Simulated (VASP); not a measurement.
# SnSe2 (P-3m1) in VASP: further runs

Runs on SnSe2. Level: PBEsol. Tasks: single point.

Program: VASP 6.6.1. These are calculated values, not measurements. Logs are shortened: lines on timing, memory, paths and dates and some standing lists are left out, and cuts for length are marked.

### Step 1. The cell of the first run

It takes space group P-3m1 (No. 164, trigonal). Conventional cell: a = 3.811 Å, b = 3.811 Å, c = 6.136 Å, α = 90.00°, β = 90.00°, γ = 120.00°. Within 3.5 Å of Sn (site symmetry -3m) lie 6 Se at 2.68 Å. Within 3.5 Å of Se (site symmetry 3m) lie 3 Sn at 2.68 Å.

### Step 2. Single point, PBEsol

INCAR

```
  ALGO = Normal
  EDIFF = 1E-6
  ENCUT = 520
  GGA = PS
  ISIF = 2
  ISMEAR = 0
  LASPH = True
  LCHARG = False
  LREAL = False
  LWAVE = False
  NBANDS = 20
  NELM = 60
  PREC = Accurate
  SIGMA = 0.01
```

KPOINTS

```
k-points
0
Gamma
  6 6 4
```

POSCAR

```
SnSe2
1.0
    3.8110000000      0.0000000000      0.0000000000
   -1.9055000000      3.3004228138      0.0000000000
    0.0000000000      0.0000000000      6.1360000000
Sn Se
1 2
Direct
    0.0000000000      0.0000000000      0.0000000000
    0.3333333333      0.6666666667      0.2490000000
    0.6666666667      0.3333333333      0.7510000000
```

Potentials or basis: VASP PAW PBE potentials, release 64 (Sn_d, Se).

Launch:

```console
cat potpaw_PBE.64/Sn_d/POTCAR potpaw_PBE.64/Se/POTCAR > POTCAR
mpirun -np 1 vasp_std > vasp.out
```

OUTCAR:

```text
EDIFF = 1E-6
   ENCUT = 520
   GGA = PS
   ISIF = 2
   ISMEAR = 0
   LASPH = True
   LREAL = False
   NELM = 60
   PREC = Accurate

 ion  position               nearest neighbor table
   1  0.000  0.000  0.000-   2 2.68   3 2.68   2 2.68   3 2.68   3 2.68   2 2.68
   2  0.333  0.667  0.249-   1 2.68   1 2.68   1 2.68
   3  0.667  0.333  0.751-   1 2.68   1 2.68   1 2.68

  LATTYP: Found a hexagonal cell.
 ALAT       =     3.8110000000
 C/A-ratio  =     1.6100760955

  Lattice vectors:

 A1 = (   3.8110000000,   0.0000000000,   0.0000000000)
 A2 = (  -1.9055000000,   3.3004228138,   0.0000000000)
 A3 = (   0.0000000000,   0.0000000000,   6.1360000000)

Analysis of symmetry for initial positions (statically):
=====================================================================
 Subroutine PRICEL returns:
 Original cell was already a primitive cell.

 Routine SETGRP: Setting up the symmetry group for a
 hexagonal supercell.

 Subroutine GETGRP returns: Found 12 space group operations
 (whereof 12 operations were pure point group operations)
 out of a pool of 24 trial point group operations.

The static configuration has the point symmetry D_3d.

Analysis of symmetry for dynamics (positions and initial velocities):
=====================================================================
 Subroutine PRICEL returns:
 Original cell was already a primitive cell.

 Routine SETGRP: Setting up the symmetry group for a
 hexagonal supercell.

 Subroutine GETGRP returns: Found 12 space group operations
 (whereof 12 operations were pure point group operations)
 out of a pool of 24 trial point group operations.

The dynamic configuration has the point symmetry D_3d.

 Subroutine INISYM returns: Found 12 space group operations
 (whereof 12 operations are pure point group operations),
 and found     1 'primitive' translations

----------------------------------------------------------------------------------------

                                     Primitive cell

  volume of cell :      77.1781

  direct lattice vectors                    reciprocal lattice vectors
     3.811000000  0.000000000  0.000000000     0.262398321  0.151495741  0.000000000
    -1.905500000  3.300422814  0.000000000     0.000000000  0.302991482  0.000000000
     0.000000000  0.000000000  6.136000000     0.000000000  0.000000000  0.162972621

  length of vectors
     3.811000000  3.811000000  6.136000000     0.302991482  0.302991482  0.162972621

  position of ions in fractional coordinates (direct lattice)
     0.000000000  0.000000000  0.000000000
     0.333333333  0.666666667  0.249000000
     0.666666667  0.333333333  0.751000000

  ion indices of the primitive-cell ions
   primitive index   ion index
                 1           1
                 2           2
                 3           3

----------------------------------------------------------------------------------------

 KPOINTS: k-points

Automatic generation of k-mesh.
 Grid dimensions read from file:
 generate k-points for:    6    6    4

 Generating k-lattice:

  Cartesian coordinates                     Fractional coordinates (reciprocal lattice)
     0.043733053  0.025249290  0.000000000     0.166666667  0.000000000  0.000000000
     0.000000000  0.050498580  0.000000000     0.000000000  0.166666667  0.000000000
     0.000000000  0.000000000  0.040743155     0.000000000  0.000000000  0.250000000

  Length of vectors
     0.050498580  0.050498580  0.040743155

  Shift w.r.t. Gamma in fractional coordinates (k-lattice)
     0.000000000  0.000000000  0.000000000

 Subroutine IBZKPT returns following result:
 ===========================================

 Found     24 irreducible k-points:

 Following reciprocal coordinates:
            Coordinates               Weight
  0.000000  0.000000  0.000000      1.000000
  0.166667 -0.000000  0.000000      6.000000
  0.333333  0.000000  0.000000      6.000000
  0.500000  0.000000  0.000000      3.000000
  0.166667  0.166667  0.000000      6.000000
  0.333333  0.166667  0.000000     12.000000
[... 16 lines left out ...]
  0.333333  0.166667  0.500000     12.000000
  0.333333  0.333333  0.500000      2.000000
   k-points           NKPTS =     24   k-points in BZ     NKDIM =     24   number of bands    NBANDS=     20
   number of dos      NEDOS =    301   number of ions     NIONS =      3
   total plane-waves  NPLWV =  37632
   dimension x,y,z NGX =    28 NGY =   28 NGZ =   48
   dimension x,y,z NGXF=    56 NGYF=   56 NGZF=   96
   ions per type =               1   2
   NGX,Y,Z   is equivalent  to a cutoff of  12.21, 12.21, 13.00 a.u.
   NGXF,Y,Z  is equivalent  to a cutoff of  24.43, 24.43, 26.01 a.u.
 SYSTEM =  unknown system
   PREC   = accura    normal or accurate (medium, high low for compatibility)
   ISTART =      0    job   : 0-new  1-cont  2-samecut
   ICHARG =      2    charge: 1-file 2-atom 10-const
   ISPIN  =      1    spin polarized calculation?
   LNONCOLLINEAR =      F non collinear calculations
   LSORBIT =      F    spin-orbit coupling
   LASPH  =      T    aspherical Exc in radial PAW
   ENCUT  =  520.0 eV  38.22 Ry    6.18 a.u.   7.09  7.09 11.41*2*pi/ulx,y,z
   NELM   =     60;   NELMIN=  2; NELMDL= -5     # of ELM steps
   EDIFF  = 0.1E-05   stopping-criterion for ELM
   LREAL  =      F    real-space projection
   EDIFFG = 0.1E-04   stopping-criterion for IOM
   NSW    =      0    number of steps for IOM
   IBRION =     -1    ionic relax: 0-MD 1-quasi-New 2-CG
   NFREE  =      0    steps in history (QN), initial steepest desc. (CG)
   ISIF   =      2    stress and relaxation
   ISYM   =      2    0-nonsym 1-usesym 2-fastsym
   POTIM  = 0.5000    time-step for ionic-motion
   TEBEG  =    0.0;   TEEND  =   0.0 temperature during run
   PSTRESS=    0.0 pullay stress
   NELECT =      26.0000    total number of electrons
   NUPDOWN=      -1.0000    fix difference up-down
   EMIN   =  10.00;   EMAX   =-10.00  energy-range for DOS
   EFERMI =   0.00;   METHOD = LEGACY
   ISMEAR =     0;   SIGMA  =   0.01  broadening in eV -4-tet -1-fermi 0-gaus
   EFERMI_NEDOS =   21; number of points for ismear=-14 and -15
   IALGO  =     38    algorithm
   IMIX   =      4    mixing-type and parameters
     AMIX     =   0.40;   BMIX     =  1.00
     AMIX_MAG =   1.60;   BMIX_MAG =  1.00
  volume/ion in A,a.u.               =      25.73       173.61
  Fermi-wavevector in a.u.,A,eV,Ry     =   1.139116  2.152617 17.654722  1.297585
  Thomas-Fermi vector in A             =   2.275820
   LORBIT       =      0    0 simple, 1 ext, 2 COOP (PROOUT), +10 PAW based schemes
   GGA     = PS    functional components
   LHFCALC =     F    Hartree Fock is set to
   AEXX    =    0.0000 exact exchange contribution
   IVDW    =     0    specifies the selected vdW correction
   LEPSILON=     F    determine dielectric tensor
   LRPA    =     F    only Hartree local field effects (RPA)
 non-spin polarized calculation
 Gauss-broadening in eV      SIGMA  =   0.01
  energy-cutoff  :      520.00
  volume of cell :       77.18
 maximum number of plane-waves:      2109
   NGX = 15   NGY = 15   NGZ = 23

 number of electron      26.0000006 magnetization

 Free energy of the ion-electron system (eV)
  ---------------------------------------------------
  ext. energy  EPLUGINS =         0.00000000
  ---------------------------------------------------
  free energy    TOTEN  =       -12.93313824 eV

  energy without entropy =      -12.93313824  energy(sigma->0) =      -12.93313824

 E-fermi :   4.1896     XC(G=0):  -9.6371

 val. band max:        4.0604828737   @ k =   0.0000   0.0000   0.0000
 cond. band min:       4.8001753437   @ k =   0.5000   0.0000   0.2500
 fundamental gap:      0.7396924700
 Fermi energy:         4.1896039070

 k-point     1 :       0.0000    0.0000    0.0000
  band No.  band energies     occupation
      1     -17.1106      2.00000
      2     -17.1106      2.00000
      3     -17.0724      2.00000
      4     -17.0559      2.00000
      5     -17.0559      2.00000
      6      -9.9722      2.00000
[... 12 lines left out ...]
     19      12.9475      0.00000
     20      12.9475      0.00000

 k-point     2 :       0.1667   -0.0000    0.0000
  band No.  band energies     occupation
      1     -17.1251      2.00000
      2     -17.1021      2.00000
      3     -17.0663      2.00000
      4     -17.0595      2.00000
      5     -17.0530      2.00000
      6      -9.6947      2.00000
[... 12 lines left out ...]
     19      12.2239      0.00000
     20      13.2076      0.00000

 k-point     3 :       0.3333    0.0000    0.0000
  band No.  band energies     occupation
      1     -17.1572      2.00000
      2     -17.0927      2.00000
      3     -17.0745      2.00000
      4     -17.0430      2.00000
      5     -17.0396      2.00000
      6      -8.9491      2.00000
[... 12 lines left out ...]
     19      12.8743      0.00000
     20      13.7310      0.00000

 k-point     4 :       0.5000    0.0000    0.0000
  band No.  band energies     occupation
      1     -17.1737      2.00000
      2     -17.0913      2.00000
      3     -17.0794      2.00000
      4     -17.0335      2.00000
      5     -17.0294      2.00000
      6      -8.2926      2.00000
[... 12 lines left out ...]
     19      13.9240      0.00000
     20      14.6084      0.00000

 k-point     5 :       0.1667    0.1667    0.0000
  band No.  band energies     occupation
      1     -17.1420      2.00000
      2     -17.1008      2.00000
      3     -17.0658      2.00000
      4     -17.0580      2.00000
      5     -17.0403      2.00000
      6      -9.1769      2.00000
[... 12 lines left out ...]
     19      10.9532      0.00000
     20      14.1266      0.00000

 k-point     6 :       0.3333    0.1667    0.0000
  band No.  band energies     occupation
      1     -17.1580      2.00000
      2     -17.1042      2.00000
      3     -17.0699      2.00000
      4     -17.0437      2.00000
      5     -17.0321      2.00000
      6      -8.3709      2.00000
[... 12 lines left out ...]
     19      12.4705      0.00000
     20      13.9748      0.00000

 k-point     7 :       0.3333    0.3333    0.0000
  band No.  band energies     occupation
      1     -17.1335      2.00000
      2     -17.1335      2.00000
      3     -17.0519      2.00000
      4     -17.0519      2.00000
      5     -17.0380      2.00000
      6      -7.8187      2.00000
[... 12 lines left out ...]
     19      12.3536      0.00000
     20      12.3536      0.00000
[... 277 lines left out ...]
 k-point    20 :       0.3333    0.0000    0.5000
  band No.  band energies     occupation
      1     -17.1574      2.00000
      2     -17.0927      2.00000
      3     -17.0746      2.00000
      4     -17.0429      2.00000
      5     -17.0396      2.00000
      6      -8.8036      2.00000
[... 12 lines left out ...]
     19      13.5837      0.00000
     20      13.7567      0.00000

 k-point    21 :       0.5000    0.0000    0.5000
  band No.  band energies     occupation
      1     -17.1740      2.00000
      2     -17.0913      2.00000
      3     -17.0794      2.00000
      4     -17.0334      2.00000
      5     -17.0294      2.00000
      6      -8.1965      2.00000
[... 12 lines left out ...]
     19      13.7730      0.00000
     20      14.6626      0.00000

 k-point    22 :       0.1667    0.1667    0.5000
  band No.  band energies     occupation
      1     -17.1422      2.00000
      2     -17.1008      2.00000
      3     -17.0659      2.00000
      4     -17.0579      2.00000
      5     -17.0402      2.00000
      6      -9.0220      2.00000
[... 12 lines left out ...]
     19      12.0189      0.00000
     20      13.1286      0.00000

 k-point    23 :       0.3333    0.1667    0.5000
  band No.  band energies     occupation
      1     -17.1582      2.00000
      2     -17.1043      2.00000
      3     -17.0700      2.00000
      4     -17.0436      2.00000
      5     -17.0320      2.00000
      6      -8.2646      2.00000
[... 12 lines left out ...]
     19      12.3680      0.00000
     20      13.6274      0.00000

 k-point    24 :       0.3333    0.3333    0.5000
  band No.  band energies     occupation
      1     -17.1336      2.00000
      2     -17.1336      2.00000
      3     -17.0519      2.00000
      4     -17.0519      2.00000
      5     -17.0379      2.00000
      6      -7.8040      2.00000
[... 12 lines left out ...]
     19      12.9845      0.00000
     20      13.0267      0.00000

------------------------ aborting loop because EDIFF is reached ----------------------------------------

  FORCE on cell =-STRESS in cart. coord.  units (eV):
  Direction    XX          YY          ZZ          XY          YZ          ZX
  --------------------------------------------------------------------------------------
  -------------------------------------------------------------------------------------
  Total        1.0135648      1.0135648      1.8345203      0.0000000      0.0000000      0.0000000
  in kB       21.0410903     21.0410903     38.0837073      0.0000000      0.0000000      0.0000000
  external PRESSURE =      26.7219626 kB  Pullay stress =       0.0000000 kB

 VOLUME and BASIS-vectors are now :
 -----------------------------------------------------------------------------
  energy-cutoff  :      520.00
  volume of cell :       77.18
      direct lattice vectors                 reciprocal lattice vectors
     3.811000000  0.000000000  0.000000000     0.262398321  0.151495741  0.000000000
    -1.905500000  3.300422814  0.000000000     0.000000000  0.302991482  0.000000000
     0.000000000  0.000000000  6.136000000     0.000000000  0.000000000  0.162972621

 POSITION                                       TOTAL-FORCE (eV/Angst)
 -----------------------------------------------------------------------------------
      0.00000      0.00000      0.00000        -0.000000      0.000000      0.000000
     -0.00000      2.20028      1.52786         0.000000      0.000000      0.613600
      1.90550      1.10014      4.60814         0.000000     -0.000000     -0.613600
 -----------------------------------------------------------------------------------
    total drift:                                0.000000      0.000000     -0.000000

  FREE ENERGIE OF THE ION-ELECTRON SYSTEM (eV)
  ---------------------------------------------------
  free  energy   TOTEN  =       -12.9331382361 eV

  energy  without entropy=      -12.9331382361  energy(sigma->0) =      -12.93313824
```

It took 28 s on 1 thread of Intel Xeon Platinum 8259CL at 2.50GHz (Skylake/Cascade Lake), shared host; peak memory 0.2 GiB.

What came out:

- Free energy: -12.9331 eV
- Pressure: 2.7 GPa
- Largest force: 0.614 eV/Å
- Band gap on the k mesh: 0.74 eV, indirect (least direct gap 1.00 eV)

Forces on the atoms (eV/Å):
```
Sn   0.000  0.000  0.000
Se   0.000  0.000  0.614
Se   0.000  0.000 -0.614
```

Stress tensor (GPa, compression positive):
```
2.10 0.00 0.00
0.00 2.10 0.00
0.00 0.00 3.81
```

Caveat: the PAW data sets were made with another functional, which shifts forces and pressure a little; spin-orbit coupling is left out, which moves the levels of the heavy elements; this functional lacks dispersion, which binds the layers, so the pressure and a relaxed spacing across them are unreliable. A k mesh can miss the band edges.

### Step 3. Single point, PBEsol

INCAR

```
SYSTEM = SnSe2
ALGO = Normal ; EDIFF = 1E-6
ENCUT = 520 ; GGA = PS
ISIF = 2 ; ISMEAR = 0
LASPH = .TRUE. ; LCHARG = .FALSE.
LREAL = .FALSE. ; LWAVE = .FALSE.
NBANDS = 20 ; NELM = 60
PREC = Accurate ; SIGMA = 0.01
```

KPOINTS

```
k-points
0
G
  6 6 4
  0 0 0
```

POSCAR is that of step 2.

Potentials or basis: VASP PAW PBE potentials, release 64 (Sn_d, Se).

Launch:

```console
cat potpaw_PBE.64/Sn_d/POTCAR potpaw_PBE.64/Se/POTCAR > POTCAR
mpirun -np 1 vasp_std > vasp.out
```

It took 27 s on 1 thread of Intel Xeon Platinum 8259CL at 2.50GHz (Skylake/Cascade Lake), shared host; peak memory 0.2 GiB.

The run converged. Its results:

```
Free energy            : -12.9331 eV
Pressure               : 2.7 GPa
Largest force          : 0.614 eV/Å
Band gap on the k mesh : 0.74 eV, indirect (least direct gap 1.00 eV)
```

Forces on the atoms (eV/Å):
```
Sn   0.000  0.000  0.000
Se   0.000  0.000  0.614
Se   0.000  0.000 -0.614
```

Stress tensor (GPa, compression positive):
```
2.10 0.00 0.00
0.00 2.10 0.00
0.00 0.00 3.81
```

Levels at points of the mesh, in eV from the valence-band top:
```
           k point  band 9  band 10  band 11  band 12  band 13  band 14  band 15  band 16  band 17  band 18
(0.00, 0.00, 0.00)   -0.71    -0.71    -0.39    -0.39     0.00     1.00     2.83     4.58     4.58     8.03
(0.50, 0.00, 0.00)   -4.53    -2.94    -2.71    -1.23    -0.30     1.09     3.69     5.33     5.43     7.22
(0.00, 0.00, 0.50)   -2.08    -0.80    -0.80    -0.24    -0.24     2.39     2.80     4.30     4.30     8.05
(0.50, 0.00, 0.50)   -4.98    -2.54    -2.01    -0.86    -0.70     0.81     4.15     4.75     5.74     6.31
```

Caveat: the PAW data sets were made with another functional, which shifts forces and pressure a little; spin-orbit coupling is left out, which moves the levels of the heavy elements; this functional lacks dispersion, which binds the layers, so the pressure and a relaxed spacing across them are unreliable. A k mesh can miss the band edges.
